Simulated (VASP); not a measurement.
# GaP (F-43m) in VASP: further runs

GaP is run at these levels: LDA; tasks: single point.

Program: VASP 6.6.1. These are calculated values, not measurements. Logs are shortened: lines on timing, memory, paths and dates and some standing lists are left out, and cuts for length are marked.

## Step 1: The cell of the first run

It takes space group F-43m (No. 216, cubic). Conventional cell: a = 5.451 Å, b = 5.451 Å, c = 5.451 Å, α = 90.00°, β = 90.00°, γ = 90.00°. Within 3.1 Å of Ga (site symmetry -43m) lie 4 P at 2.36 Å. Within 3.1 Å of P (site symmetry -43m) lie 4 Ga at 2.36 Å.

## Step 2: Single point, LDA

The input, INCAR:

```
ALGO = Normal
EDIFF = 1E-6
ENCUT = 500
GGA = CA
GGA_COMPAT = F
ISIF = 2
ISMEAR = 0
LASPH = T
LCHARG = F
LREAL = F
LWAVE = F
NBANDS = 16
NELM = 120
PREC = Accurate
SIGMA = 0.1
```

The input, KPOINTS:

```
k-points
0
Gamma
  6 6 6
```

The input, POSCAR:

```
GaP
1.0
    0.0000000000      2.7252500000      2.7252500000
    2.7252500000      0.0000000000      2.7252500000
    2.7252500000      2.7252500000      0.0000000000
Ga P
1 1
Direct
    0.0000000000      0.0000000000      0.0000000000
    0.2500000000      0.2500000000      0.2500000000
```

Potentials or basis: VASP PAW LDA potentials, release 64 (Ga_d, P).

The run is started by

```sh
$ cat potpaw_LDA.64/Ga_d/POTCAR potpaw_LDA.64/P/POTCAR > POTCAR
$ mpirun -np 1 vasp_std > vasp.out
```

OUTCAR:

```text
EDIFF = 1E-6
   ENCUT = 500
   GGA = CA
   ISIF = 2
   ISMEAR = 0
   LASPH = T
   LREAL = F
   NELM = 120
   PREC = Accurate

 ion  position               nearest neighbor table
   1  0.000  0.000  0.000-   2 2.36   2 2.36   2 2.36   2 2.36
   2  0.250  0.250  0.250-   1 2.36   1 2.36   1 2.36   1 2.36

  LATTYP: Found a face centered cubic cell.
 ALAT       =     5.4505000000

  Lattice vectors:

 A1 = (   0.0000000000,   2.7252500000,   2.7252500000)
 A2 = (   2.7252500000,   0.0000000000,   2.7252500000)
 A3 = (   2.7252500000,   2.7252500000,   0.0000000000)

Analysis of symmetry for initial positions (statically):
=====================================================================
 Subroutine PRICEL returns:
 Original cell was already a primitive cell.

 Routine SETGRP: Setting up the symmetry group for a
 face centered cubic supercell.

 Subroutine GETGRP returns: Found 24 space group operations
 (whereof 24 operations were pure point group operations)
 out of a pool of 48 trial point group operations.

The static configuration has the point symmetry T_d .

Analysis of symmetry for dynamics (positions and initial velocities):
=====================================================================
 Subroutine PRICEL returns:
 Original cell was already a primitive cell.

 Routine SETGRP: Setting up the symmetry group for a
 face centered cubic supercell.

 Subroutine GETGRP returns: Found 24 space group operations
 (whereof 24 operations were pure point group operations)
 out of a pool of 48 trial point group operations.

The dynamic configuration has the point symmetry T_d .

 Subroutine INISYM returns: Found 24 space group operations
 (whereof 24 operations are pure point group operations),
 and found     1 'primitive' translations

----------------------------------------------------------------------------------------

                                     Primitive cell

  volume of cell :      40.4808

  direct lattice vectors                    reciprocal lattice vectors
     0.000000000  2.725250000  2.725250000    -0.183469406  0.183469406  0.183469406
     2.725250000  0.000000000  2.725250000     0.183469406 -0.183469406  0.183469406
     2.725250000  2.725250000  0.000000000     0.183469406  0.183469406 -0.183469406

  length of vectors
     3.854085511  3.854085511  3.854085511     0.317778334  0.317778334  0.317778334

  position of ions in fractional coordinates (direct lattice)
     0.000000000  0.000000000  0.000000000
     0.250000000  0.250000000  0.250000000

  ion indices of the primitive-cell ions
   primitive index   ion index
                 1           1
                 2           2

----------------------------------------------------------------------------------------

 KPOINTS: k-points

Automatic generation of k-mesh.
 Grid dimensions read from file:
 generate k-points for:    6    6    6

 Generating k-lattice:

  Cartesian coordinates                     Fractional coordinates (reciprocal lattice)
    -0.030578234  0.030578234  0.030578234     0.166666667  0.000000000  0.000000000
     0.030578234 -0.030578234  0.030578234     0.000000000  0.166666667  0.000000000
     0.030578234  0.030578234 -0.030578234     0.000000000  0.000000000  0.166666667

  Length of vectors
     0.052963056  0.052963056  0.052963056

  Shift w.r.t. Gamma in fractional coordinates (k-lattice)
     0.000000000  0.000000000  0.000000000

 Subroutine IBZKPT returns following result:
 ===========================================

 Found     16 irreducible k-points:

 Following reciprocal coordinates:
            Coordinates               Weight
  0.000000  0.000000  0.000000      1.000000
  0.166667  0.000000  0.000000      8.000000
  0.333333  0.000000  0.000000      8.000000
  0.500000  0.000000  0.000000      4.000000
  0.166667  0.166667  0.000000      6.000000
  0.333333  0.166667  0.000000     24.000000
[... 8 lines left out ...]
 -0.333333  0.333333  0.166667     24.000000
 -0.333333  0.500000  0.166667     12.000000
   k-points           NKPTS =     16   k-points in BZ     NKDIM =     16   number of bands    NBANDS=     16
   number of dos      NEDOS =    301   number of ions     NIONS =      2
   total plane-waves  NPLWV =  21952
   dimension x,y,z NGX =    28 NGY =   28 NGZ =   28
   dimension x,y,z NGXF=    56 NGYF=   56 NGZF=   56
   ions per type =               1   1
   NGX,Y,Z   is equivalent  to a cutoff of  12.08, 12.08, 12.08 a.u.
   NGXF,Y,Z  is equivalent  to a cutoff of  24.16, 24.16, 24.16 a.u.
 SYSTEM =  unknown system
   PREC   = accura    normal or accurate (medium, high low for compatibility)
   ISTART =      0    job   : 0-new  1-cont  2-samecut
   ICHARG =      2    charge: 1-file 2-atom 10-const
   ISPIN  =      1    spin polarized calculation?
   LNONCOLLINEAR =      F non collinear calculations
   LSORBIT =      F    spin-orbit coupling
   LASPH  =      T    aspherical Exc in radial PAW
   ENCUT  =  500.0 eV  36.75 Ry    6.06 a.u.   7.03  7.03  7.03*2*pi/ulx,y,z
   NELM   =    120;   NELMIN=  2; NELMDL= -5     # of ELM steps
   EDIFF  = 0.1E-05   stopping-criterion for ELM
   LREAL  =      F    real-space projection
   EDIFFG = 0.1E-04   stopping-criterion for IOM
   NSW    =      0    number of steps for IOM
   IBRION =     -1    ionic relax: 0-MD 1-quasi-New 2-CG
   NFREE  =      0    steps in history (QN), initial steepest desc. (CG)
   ISIF   =      2    stress and relaxation
   ISYM   =      2    0-nonsym 1-usesym 2-fastsym
   POTIM  = 0.5000    time-step for ionic-motion
   TEBEG  =    0.0;   TEEND  =   0.0 temperature during run
   PSTRESS=    0.0 pullay stress
   NELECT =      18.0000    total number of electrons
   NUPDOWN=      -1.0000    fix difference up-down
   EMIN   =  10.00;   EMAX   =-10.00  energy-range for DOS
   EFERMI =   0.00;   METHOD = LEGACY
   ISMEAR =     0;   SIGMA  =   0.10  broadening in eV -4-tet -1-fermi 0-gaus
   EFERMI_NEDOS =   21; number of points for ismear=-14 and -15
   IALGO  =     38    algorithm
   IMIX   =      4    mixing-type and parameters
     AMIX     =   0.40;   BMIX     =  1.00
     AMIX_MAG =   1.60;   BMIX_MAG =  1.00
  volume/ion in A,a.u.               =      20.24       136.59
  Fermi-wavevector in a.u.,A,eV,Ry     =   1.249538  2.361284 21.243377  1.561344
  Thomas-Fermi vector in A             =   2.383574
   LORBIT       =      0    0 simple, 1 ext, 2 COOP (PROOUT), +10 PAW based schemes
   GGA     = CA    functional components
   LHFCALC =     F    Hartree Fock is set to
   AEXX    =    0.0000 exact exchange contribution
   IVDW    =     0    specifies the selected vdW correction
   LEPSILON=     F    determine dielectric tensor
   LRPA    =     F    only Hartree local field effects (RPA)
 non-spin polarized calculation
 Gauss-broadening in eV      SIGMA  =   0.10
  energy-cutoff  :      500.00
  volume of cell :       40.48
 maximum number of plane-waves:      1056
   NGX = 13   NGY = 13   NGZ = 13

 number of electron      18.0000016 magnetization

 Free energy of the ion-electron system (eV)
  ---------------------------------------------------
  ext. energy  EPLUGINS =         0.00000000
  ---------------------------------------------------
  free energy    TOTEN  =       -10.42481062 eV

  energy without entropy =      -10.42481062  energy(sigma->0) =      -10.42481062

 E-fermi :   4.9608     XC(G=0): -10.1625

 val. band max:        4.5121028887   @ k =   0.0000   0.0000   0.0000
 cond. band min:       6.0025200163   @ k =   0.5000   0.5000   0.0000
 fundamental gap:      1.4904171276
 Fermi energy:         4.9607662994

 k-point     1 :       0.0000    0.0000    0.0000
  band No.  band energies     occupation
      1     -10.2009      2.00000
      2     -10.2009      2.00000
      3     -10.2009      2.00000
      4     -10.1031      2.00000
      5     -10.1031      2.00000
      6      -7.9992      2.00000
[... 8 lines left out ...]
     15      14.3058      0.00000
     16      14.3058      0.00000

 k-point     2 :       0.1667    0.0000    0.0000
  band No.  band energies     occupation
      1     -10.2216      2.00000
      2     -10.1932      2.00000
      3     -10.1932      2.00000
      4     -10.1030      2.00000
      5     -10.1030      2.00000
      6      -7.6431      2.00000
[... 8 lines left out ...]
     15      13.4356      0.00000
     16      14.2882      0.00000

 k-point     3 :       0.3333    0.0000    0.0000
  band No.  band energies     occupation
      1     -10.2589      2.00000
      2     -10.1809      2.00000
      3     -10.1809      2.00000
      4     -10.0995      2.00000
      5     -10.0995      2.00000
      6      -6.6902      2.00000
[... 8 lines left out ...]
     15      14.1025      0.00000
     16      14.1025      0.00000

 k-point     4 :       0.5000    0.0000    0.0000
  band No.  band energies     occupation
      1     -10.2761      2.00000
      2     -10.1766      2.00000
      3     -10.1766      2.00000
      4     -10.0958      2.00000
      5     -10.0958      2.00000
      6      -5.9139      2.00000
[... 8 lines left out ...]
     15      16.1718      0.00000
     16      16.1718      0.00000

 k-point     5 :       0.1667    0.1667    0.0000
  band No.  band energies     occupation
      1     -10.2348      2.00000
      2     -10.1855      2.00000
      3     -10.1855      2.00000
      4     -10.1104      2.00000
      5     -10.0977      2.00000
      6      -7.5247      2.00000
[... 8 lines left out ...]
     15      14.7397      0.00000
     16      15.1031      0.00000

 k-point     6 :       0.3333    0.1667    0.0000
  band No.  band energies     occupation
      1     -10.2630      2.00000
      2     -10.1746      2.00000
      3     -10.1713      2.00000
      4     -10.1140      2.00000
      5     -10.0933      2.00000
      6      -6.7585      2.00000
[... 8 lines left out ...]
     15      15.2259      0.00000
     16      15.9477      0.00000

 k-point     7 :       0.5000    0.1667    0.0000
  band No.  band energies     occupation
      1     -10.2792      2.00000
      2     -10.1718      2.00000
      3     -10.1656      2.00000
      4     -10.1072      2.00000
      5     -10.0935      2.00000
      6      -5.7716      2.00000
[... 8 lines left out ...]
     15      16.1854      0.00000
     16      16.6002      0.00000

 k-point     8 :      -0.3333    0.1667    0.0000
  band No.  band energies     occupation
      1     -10.2720      2.00000
      2     -10.1738      2.00000
      3     -10.1702      2.00000
      4     -10.1021      2.00000
      5     -10.0999      2.00000
      6      -6.0629      2.00000
[... 8 lines left out ...]
     15      15.1038      0.00000
     16      16.8126      0.00000

 k-point     9 :      -0.1667    0.1667    0.0000
  band No.  band energies     occupation
      1     -10.2464      2.00000
      2     -10.1841      2.00000
      3     -10.1809      2.00000
      4     -10.1067      2.00000
      5     -10.0991      2.00000
      6      -7.0808      2.00000
[... 8 lines left out ...]
     15      14.6606      0.00000
     16      15.9173      0.00000

 k-point    10 :       0.3333    0.3333    0.0000
  band No.  band energies     occupation
      1     -10.2888      2.00000
      2     -10.1534      2.00000
      3     -10.1534      2.00000
      4     -10.1285      2.00000
      5     -10.0869      2.00000
      6      -6.2241      2.00000
[... 8 lines left out ...]
     15      15.9331      0.00000
     16      18.6845      0.00000

 k-point    11 :       0.5000    0.3333    0.0000
  band No.  band energies     occupation
      1     -10.2985      2.00000
      2     -10.1514      2.00000
      3     -10.1453      2.00000
      4     -10.1276      2.00000
      5     -10.0867      2.00000
      6      -5.3466      2.00000
[... 8 lines left out ...]
     15      16.4140      0.00000
     16      17.6569      0.00000

 k-point    12 :      -0.3333    0.3333    0.0000
  band No.  band energies     occupation
      1     -10.2873      2.00000
      2     -10.1635      2.00000
      3     -10.1520      2.00000
      4     -10.1140      2.00000
      5     -10.0962      2.00000
      6      -5.2397      2.00000
[... 8 lines left out ...]
     15      14.0387      0.00000
     16      19.3562      0.00000

 k-point    13 :       0.5000    0.5000    0.0000
  band No.  band energies     occupation
      1     -10.3117      2.00000
      2     -10.1385      2.00000
      3     -10.1368      2.00000
      4     -10.1368      2.00000
      5     -10.0815      2.00000
      6      -4.9939      2.00000
[... 8 lines left out ...]
     15      16.9453      0.00000
     16      17.4324      0.00000

 k-point    14 :       0.5000    0.3333    0.1667
  band No.  band energies     occupation
      1     -10.2812      2.00000
      2     -10.1674      2.00000
      3     -10.1561      2.00000
      4     -10.1171      2.00000
      5     -10.0923      2.00000
      6      -5.9053      2.00000
[... 8 lines left out ...]
     15      16.1881      0.00000
     16      17.6888      0.00000

 k-point    15 :      -0.3333    0.3333    0.1667
  band No.  band energies     occupation
      1     -10.2866      2.00000
      2     -10.1676      2.00000
      3     -10.1495      2.00000
      4     -10.1139      2.00000
      5     -10.0955      2.00000
      6      -5.2371      2.00000
[... 8 lines left out ...]
     15      16.8643      0.00000
     16      17.1820      0.00000

 k-point    16 :      -0.3333    0.5000    0.1667
  band No.  band energies     occupation
      1     -10.2975      2.00000
      2     -10.1563      2.00000
      3     -10.1417      2.00000
      4     -10.1236      2.00000
      5     -10.0900      2.00000
      6      -4.9230      2.00000
[... 8 lines left out ...]
     15      16.3672      0.00000
     16      18.0579      0.00000

------------------------ aborting loop because EDIFF is reached ----------------------------------------

  FORCE on cell =-STRESS in cart. coord.  units (eV):
  Direction    XX          YY          ZZ          XY          YZ          ZX
  --------------------------------------------------------------------------------------
  -------------------------------------------------------------------------------------
  Total       -0.6725618     -0.6725618     -0.6725618      0.0000000      0.0000000     -0.0000000
  in kB      -26.6191246    -26.6191246    -26.6191246      0.0000000      0.0000000     -0.0000000
  external PRESSURE =     -26.6191246 kB  Pullay stress =       0.0000000 kB

 VOLUME and BASIS-vectors are now :
 -----------------------------------------------------------------------------
  energy-cutoff  :      500.00
  volume of cell :       40.48
      direct lattice vectors                 reciprocal lattice vectors
     0.000000000  2.725250000  2.725250000    -0.183469406  0.183469406  0.183469406
     2.725250000  0.000000000  2.725250000     0.183469406 -0.183469406  0.183469406
     2.725250000  2.725250000  0.000000000     0.183469406  0.183469406 -0.183469406

 POSITION                                       TOTAL-FORCE (eV/Angst)
 -----------------------------------------------------------------------------------
      0.00000      0.00000      0.00000         0.000000     -0.000000      0.000000
      1.36262      1.36262      1.36262        -0.000000      0.000000     -0.000000
 -----------------------------------------------------------------------------------
    total drift:                                0.000001      0.000001      0.000000

  FREE ENERGIE OF THE ION-ELECTRON SYSTEM (eV)
  ---------------------------------------------------
  free  energy   TOTEN  =       -10.4248106243 eV

  energy  without entropy=      -10.4248106243  energy(sigma->0) =      -10.42481062
```

Run time: 18 s. Hardware: 1 thread of AMD EPYC 7R13, shared host; peak memory 0.11 GiB.

What came out:

```yaml
Free_energy: -10.4248 eV
Pressure: -2.7 GPa
Band_gap_on_the_k_mesh: 1.49 eV (least direct gap 1.63 eV)
```

(Continued in part 2 of 2.)
